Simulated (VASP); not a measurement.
Runs of VASP 6.6.1 on RbBr. The structure is that of space group Fm-3m (No. 225), or close to it. The cells are those of the table. 

```csv
cell,gap on the mesh (eV),pressure (GPa)
"a = 4.781 Å, angles 60.0°, 2 atoms",(a),-0.6
"a = 4.847 Å, angles 60.0°, 2 atoms",(b),-1.2
"a = 4.910 Å, angles 60.0°, 2 atoms",(c),-1.6
"a = 4.972 Å, angles 60.0°, 2 atoms",3.79,-1.9
"a = 4.714 Å, angles 60.0°, 2 atoms",4.17,0.1
```

Alike in all rows: task single point; level LDA; potentials or basis VASP PAW LDA potentials, release 64 (Rb_sv, Br); no spin polarisation; k mesh 4 × 4 × 4; cutoff (eV) 500; smearing gaussian 0.01 eV.

Q: Fill in the values left out.

A: (a) 4.06; (b) 3.96; (c) 3.87.

A k mesh can miss the band edges, and the runs leave out spin-orbit coupling on Br, Rb.
